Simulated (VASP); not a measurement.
# Al (P6_3/mmc) in VASP: a series of runs

Al is run at these levels: PBE0, HSE06; tasks: single point.

Program: VASP 6.6.1. These are calculated values, not measurements. Logs are shortened: lines on timing, memory, paths and dates and some standing lists are left out, and cuts for length are marked.

## 1. The cell of the first run

The structure is hexagonal, space group P6_3/mmc (No. 194). The conventional cell has a = 2.831 Å, b = 2.831 Å, c = 4.899 Å, α = 90.00°, β = 90.00°, γ = 120.00°. Al (site symmetry -6m2) has 12 Al at 2.83 to 2.94 Å within 3.7 Å.

This isn't the form of Al at room conditions, which is fcc.

## 2. Single point, PBE0

File POSCAR:

```
Al
1.0
    2.8310814264      0.0000000000      0.0000000000
   -1.4155407132      2.4517884355      0.0000000000
    0.0000000000      0.0000000000      4.8990817340
Al
2
Direct
    0.3333333333      0.6666666667      0.2500000000
    0.6666666667      0.3333333333      0.7500000000
```

File INCAR.step1:

```
SYSTEM = Al
PREC = Accurate ; ENCUT = 520
EDIFF = 1E-5 ; ISMEAR = -1
SIGMA = 0.05 ; LREAL = .False.
LASPH = .True. ; NELM = 80
ALGO = Normal ; ISIF = 2
LWAVE = .True. ; NBANDS = 10
GGA = PE
```

File INCAR.step2:

```
SYSTEM = Al
PREC = Accurate ; ENCUT = 520
EDIFF = 1E-6 ; ISMEAR = -1
SIGMA = 0.05 ; LREAL = .False.
LASPH = .True. ; NELM = 80
ALGO = Normal ; ISIF = 2
LWAVE = .False. ; LCHARG = .True.
GGA = PE ; LHFCALC = .True.
AEXX = 0.25 ; PRECFOCK = Normal
LELF = .True. ; LVHAR = .True.
NBANDS = 10 ; ISTART = 1
```

File KPOINTS:

```
Automatic mesh
0
Gamma
  6 6 4
  0 0 0
```

Potentials or basis: VASP PAW PBE potentials, release 64 (Al).

On the command line:

```sh
$ cat potpaw_PBE.64/Al/POTCAR > POTCAR
$ cp INCAR.step1 INCAR
$ mpirun -np 1 vasp_std > vasp.out
$ cp INCAR.step2 INCAR
$ mpirun -np 1 vasp_std > vasp.out
```

OUTCAR:

```text
SYSTEM = Al
   PREC = Accurate
   ENCUT = 520
   EDIFF = 1E-6
   ISMEAR = -1
   LREAL = .False.
   LASPH = .True.
   NELM = 80
   ISIF = 2
   GGA = PE
   LHFCALC = .True.
   AEXX = 0.25
   PRECFOCK = Normal
   ISTART = 1

 ion  position               nearest neighbor table
   1  0.333  0.667  0.250-   2 2.94   2 2.94   2 2.94   2 2.94   2 2.94   2 2.94
   2  0.667  0.333  0.750-   1 2.94   1 2.94   1 2.94   1 2.94   1 2.94   1 2.94

  LATTYP: Found a hexagonal cell.
 ALAT       =     2.8310814264
 C/A-ratio  =     1.7304630267

  Lattice vectors:

 A1 = (   2.8310814264,   0.0000000000,   0.0000000000)
 A2 = (  -1.4155407132,   2.4517884355,   0.0000000000)
 A3 = (   0.0000000000,   0.0000000000,   4.8990817340)

Analysis of symmetry for initial positions (statically):
=====================================================================
 Subroutine PRICEL returns:
 Original cell was already a primitive cell.

 Routine SETGRP: Setting up the symmetry group for a
 hexagonal supercell.

 Subroutine GETGRP returns: Found 24 space group operations
 (whereof 12 operations were pure point group operations)
 out of a pool of 24 trial point group operations.

The static configuration has the point symmetry D_3d.
 The point group associated with its full space group is D_6h.

Analysis of symmetry for dynamics (positions and initial velocities):
=====================================================================
 Subroutine PRICEL returns:
 Original cell was already a primitive cell.

 Routine SETGRP: Setting up the symmetry group for a
 hexagonal supercell.

 Subroutine GETGRP returns: Found 24 space group operations
 (whereof 12 operations were pure point group operations)
 out of a pool of 24 trial point group operations.

The dynamic configuration has the point symmetry D_3d.
 The point group associated with its full space group is D_6h.

 Subroutine INISYM returns: Found 24 space group operations
 (whereof 12 operations are pure point group operations),
 and found     1 'primitive' translations

----------------------------------------------------------------------------------------

                                     Primitive cell

  volume of cell :      34.0056

  direct lattice vectors                    reciprocal lattice vectors
     2.831081426  0.000000000  0.000000000     0.353221914  0.203932767  0.000000000
    -1.415540713  2.451788436  0.000000000     0.000000000  0.407865534  0.000000000
     0.000000000  0.000000000  4.899081734     0.000000000  0.000000000  0.204119885

  length of vectors
     2.831081426  2.831081426  4.899081734     0.407865534  0.407865534  0.204119885

  position of ions in fractional coordinates (direct lattice)
     0.333333333  0.666666667  0.250000000
     0.666666667  0.333333333  0.750000000

  ion indices of the primitive-cell ions
   primitive index   ion index
                 1           1
                 2           2

----------------------------------------------------------------------------------------

 KPOINTS: Automatic mesh

Automatic generation of k-mesh.
 Grid dimensions read from file:
 generate k-points for:    6    6    4

 Generating k-lattice:

  Cartesian coordinates                     Fractional coordinates (reciprocal lattice)
     0.058870319  0.033988795  0.000000000     0.166666667  0.000000000  0.000000000
     0.000000000  0.067977589  0.000000000     0.000000000  0.166666667  0.000000000
     0.000000000  0.000000000  0.051029971     0.000000000  0.000000000  0.250000000

  Length of vectors
     0.067977589  0.067977589  0.051029971

  Shift w.r.t. Gamma in fractional coordinates (k-lattice)
     0.000000000  0.000000000  0.000000000

 Subroutine IBZKPT returns following result:
 ===========================================

 Found     21 irreducible k-points:

 Following reciprocal coordinates:
            Coordinates               Weight
  0.000000  0.000000  0.000000      1.000000
  0.166667 -0.000000  0.000000      6.000000
  0.333333  0.000000  0.000000      6.000000
  0.500000 -0.000000  0.000000      3.000000
  0.166667  0.166667  0.000000      6.000000
  0.333333  0.166667  0.000000     12.000000
[... 13 lines left out ...]
  0.333333  0.166667  0.500000     12.000000
  0.333333  0.333333  0.500000      2.000000
   k-points           NKPTS =     21   k-points in BZ     NKDIM =    144   number of bands    NBANDS=     10
   number of dos      NEDOS =    301   number of ions     NIONS =      2
   total plane-waves  NPLWV =  20736
   dimension x,y,z NGX =    24 NGY =   24 NGZ =   36
   dimension x,y,z NGXF=    48 NGYF=   48 NGZF=   72
   ions per type =               2
   NGX,Y,Z   is equivalent  to a cutoff of  14.09, 14.09, 12.22 a.u.
   NGXF,Y,Z  is equivalent  to a cutoff of  28.19, 28.19, 24.43 a.u.
 SYSTEM =  Al
   PREC   = accura    normal or accurate (medium, high low for compatibility)
   ISTART =      1    job   : 0-new  1-cont  2-samecut
   ICHARG =      0    charge: 1-file 2-atom 10-const
   ISPIN  =      1    spin polarized calculation?
   LNONCOLLINEAR =      F non collinear calculations
   LSORBIT =      F    spin-orbit coupling
   LASPH  =      T    aspherical Exc in radial PAW
   ENCUT  =  520.0 eV  38.22 Ry    6.18 a.u.   5.26  5.26  9.11*2*pi/ulx,y,z
   NELM   =     80;   NELMIN=  2; NELMDL=  0     # of ELM steps
   EDIFF  = 0.1E-05   stopping-criterion for ELM
   LREAL  =      F    real-space projection
   EDIFFG = 0.1E-04   stopping-criterion for IOM
   NSW    =      0    number of steps for IOM
   IBRION =     -1    ionic relax: 0-MD 1-quasi-New 2-CG
   NFREE  =      0    steps in history (QN), initial steepest desc. (CG)
   ISIF   =      2    stress and relaxation
   ISYM   =      3    0-nonsym 1-usesym 2-fastsym
   POTIM  = 0.5000    time-step for ionic-motion
   TEBEG  =    0.0;   TEEND  =   0.0 temperature during run
   PSTRESS=    0.0 pullay stress
   NELECT =       6.0000    total number of electrons
   NUPDOWN=      -1.0000    fix difference up-down
   EMIN   =  10.00;   EMAX   =-10.00  energy-range for DOS
   EFERMI =   0.00;   METHOD = LEGACY
   ISMEAR =    -1;   SIGMA  =   0.05  broadening in eV -4-tet -1-fermi 0-gaus
   EFERMI_NEDOS =   21; number of points for ismear=-14 and -15
   IALGO  =     38    algorithm
   IMIX   =      1    mixing-type and parameters
     AMIX     =   0.40;   BMIX     =  1.00
     AMIX_MAG =   1.60;   BMIX_MAG =  1.00
  volume/ion in A,a.u.               =      17.00       114.74
  Fermi-wavevector in a.u.,A,eV,Ry     =   0.918210  1.735165 11.471196  0.843109
  Thomas-Fermi vector in A             =   2.043266
   LORBIT       =      0    0 simple, 1 ext, 2 COOP (PROOUT), +10 PAW based schemes
   GGA     = PE    functional components
   LHFCALC =     T    Hartree Fock is set to
   PRECFOCK=normal    Normal, Fast or Accurate (Low or Medium for compatibility)
   ENCUT4O =  -1.0   cutoff for four orbital integrals eV
   NKREDX  =     1    reduce k-point grid by
   NKREDY  =     1    reduce k-point grid by
   NKREDZ  =     1    reduce k-point grid by
   AEXX    =    0.2500 exact exchange contribution
   HFSCREEN=    0.0000 screening length (either q_TF or 0.3 A-1)
   HFSCREENC=   0.0000 screening length for correlation (either q_TF or 0.3 A-1)
   ENCUTFOCK=  -1.0 apply spherical cutoff to Coloumb kernel
   IVDW    =     0    specifies the selected vdW correction
   LEPSILON=     F    determine dielectric tensor
   LRPA    =     F    only Hartree local field effects (RPA)
 non-spin polarized calculation
  energy-cutoff  :      520.00
  volume of cell :       34.01
 maximum number of plane-waves:       928
 NGX is ok and might be reduce to    24
  NGX = 16; NGY = 16; NGZ = 28

 number of electron       6.0000000 magnetization

 Free energy of the ion-electron system (eV)
  ---------------------------------------------------
  ext. energy  EPLUGINS =         0.00000000
  ---------------------------------------------------
  free energy    TOTEN  =        -8.75380548 eV

  energy without entropy =       -8.75140613  energy(sigma->0) =       -8.75260581

 E-fermi :   7.7171     XC(G=0):  -7.9404

 val. band max:        7.2726821040   @ k =   0.3333   0.0000   0.0000
 cond. band min:       7.8370020010   @ k =   0.3333   0.0000   0.2500
 fundamental gap:      0.5643198970
 Fermi energy:         7.7171430333

 k-point     1 :       0.0000    0.0000    0.0000
  band No.  band energies     occupation
      1      -5.2487      2.00000
      2       1.4715      2.00000
      3       1.7886      2.00000
      4      20.1405      0.00000
      5      20.3435      0.00000
      6      20.3435      0.00000
      7      20.6172      0.00000
      8      20.6172      0.00000
      9      21.2633      0.00000
     10      23.6627      0.00000

 k-point     2 :       0.1667   -0.0000    0.0000
  band No.  band energies     occupation
      1      -4.4824      2.00000
      2       2.2647      2.00000
      3       2.5555      2.00000
      4      14.0790      0.00000
      5      17.3970      0.00000
      6      18.4816      0.00000
      7      19.7139      0.00000
      8      20.1181      0.00000
      9      21.9935      0.00000
     10      22.1001      0.00000

 k-point     3 :       0.3333    0.0000    0.0000
  band No.  band energies     occupation
      1      -2.1908      2.00000
      2       4.5183      2.00000
      3       4.8575      2.00000
      4       7.2727      1.99972
      5      13.8311      0.00000
      6      14.2292      0.00000
      7      15.5330      0.00000
      8      17.2455      0.00000
      9      20.7540      0.00000
     10      21.5407      0.00000
[... 209 lines left out ...]
 k-point    20 :       0.3333    0.1667    0.5000
  band No.  band energies     occupation
      1       1.8024      2.00000
      2       1.8024      2.00000
      3       6.4988      2.00000
      4       6.4988      2.00000
      5      11.4544      0.00000
      6      11.4544      0.00000
      7      15.8004      0.00000
      8      15.8004      0.00000
      9      19.6810      0.00000
     10      19.6810      0.00000

 k-point    21 :       0.3333    0.3333    0.5000
  band No.  band energies     occupation
      1       4.9238      2.00000
      2       4.9238      2.00000
      3       5.7407      2.00000
      4       5.7407      2.00000
      5       6.5795      2.00000
      6       6.5795      2.00000
      7      18.0235      0.00000
      8      18.0235      0.00000
      9      19.3493      0.00000
     10      19.3493      0.00000

------------------------ aborting loop because EDIFF is reached ----------------------------------------

  FORCE on cell =-STRESS in cart. coord.  units (eV):
  Direction    XX          YY          ZZ          XY          YZ          ZX
  --------------------------------------------------------------------------------------
  -------------------------------------------------------------------------------------
  Total       -0.1242324     -0.1242324     -0.7635507      0.0000000     -0.0000000      0.0000000
  in kB       -5.8532292     -5.8532292    -35.9748021      0.0000000     -0.0000000      0.0000000
  external PRESSURE =     -15.8937535 kB  Pullay stress =       0.0000000 kB

 VOLUME and BASIS-vectors are now :
 -----------------------------------------------------------------------------
  energy-cutoff  :      520.00
  volume of cell :       34.01
      direct lattice vectors                 reciprocal lattice vectors
     2.831081426  0.000000000  0.000000000     0.353221914  0.203932767  0.000000000
    -1.415540713  2.451788436  0.000000000     0.000000000  0.407865534  0.000000000
     0.000000000  0.000000000  4.899081734     0.000000000  0.000000000  0.204119885

 POSITION                                       TOTAL-FORCE (eV/Angst)
 -----------------------------------------------------------------------------------
     -0.00000      1.63453      1.22477         0.000000     -0.000000      0.000000
      1.41554      0.81726      3.67431        -0.000000      0.000000     -0.000000
 -----------------------------------------------------------------------------------
    total drift:                               -0.000000     -0.000000      0.000000

  FREE ENERGIE OF THE ION-ELECTRON SYSTEM (eV)
  ---------------------------------------------------
  free  energy   TOTEN  =        -8.7538054809 eV

  energy  without entropy=       -8.7514061336  energy(sigma->0) =       -8.75260581
```

Wall time 5.9 min (1 thread of Intel Xeon 8259CL, shared host); peak memory 0.16 GiB.

What came out:

```yaml
Free_energy: -8.7538 eV
Pressure: -1.6 GPa
Band_gap_on_the_k_mesh: zero (bands 3 and 4 overlap by 8.36 eV)
```

Caveat: the k points lie up to 0.43 Å⁻¹ apart, too coarse for converged energies and pressures of a metal; the PAW data sets were made with another functional, which shifts forces and pressure a little.

(Continued in part 2 of 2.)

The gap in the log of VASP goes by the Fermi energy; the results here count the filled bands.